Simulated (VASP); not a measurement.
Crystal: Tl3ICl2.

```
Tl I Cl
1.0
     3.93601    0.00000    0.00000
     0.00000    3.93601    0.00000
     0.00000    0.00000   12.06399
Tl I Cl
3 1 2
Direct
  0.50000 0.50000 0.18173
  0.50000 0.50000 0.50000
  0.50000 0.50000 0.81827
  0.00000 0.00000 0.00000
  0.00000 0.00000 0.33928
  0.00000 0.00000 0.66072
```

The cell was generated, and may not be a known phase.

| Quantity | Value |
| --- | --- |
| Program | VASP 6.6.1 |
| Task | relaxation of cell and atoms |
| Functional | PBE |
| Potentials or basis | VASP PAW PBE potentials, release 64 (Tl_d, I, Cl) |
| Cutoff | 500 eV |
| k mesh | 3 × 3 × 1 |
| Occupations | gaussian, width 0.15 eV |
| Spin | no spin polarisation |

At the start: pressure 1.2 GPa; volume 31.15 Å³/atom.

Question: How do energy, volume and symmetry change on relaxing?

Answer: Over 3 steps the energy falls by 7.8 meV/atom and the volume is 33.05 Å³/atom (+6.1 %); space group P4/mmm (No. 123, to 0.1 Å) before and after.

Step by step:
| step | energy change (eV) | largest force (eV/Å) | pressure (GPa) | volume (Å³) |
| --- | --- | --- | --- | --- |
| 1 | 0.0000 | 0.0957 | 1.21 | 186.90 |
| 2 | -0.0390 | 0.0652 | 0.41 | 193.31 |
| 3 | -0.0470 | 0.0435 | -0.11 | 198.33 |

Final structure:
```cif
data_structure
_symmetry_space_group_name_H-M 'P 1'
_symmetry_Int_Tables_number 1
_cell_length_a 4.0368
_cell_length_b 4.0368
_cell_length_c 12.1703
_cell_angle_alpha 90.000
_cell_angle_beta 90.000
_cell_angle_gamma 90.000
_cell_volume 198.33
loop_
_atom_site_label
_atom_site_type_symbol
_atom_site_fract_x
_atom_site_fract_y
_atom_site_fract_z
_atom_site_occupancy
Tl1 Tl 0.50000 0.50000 0.18240 1
Tl2 Tl 0.50000 0.50000 0.50000 1
Tl3 Tl 0.50000 0.50000 0.81760 1
I1 I 0.00000 0.00000 0.00000 1
Cl1 Cl 0.00000 0.00000 0.33949 1
Cl2 Cl 0.00000 0.00000 0.66051 1
```

Caveat: the k points lie up to 0.52 Å⁻¹ apart in the final cell; the relaxation stopped at a loose force limit of 0.08 eV/Å, so its end isn't a converged minimum.
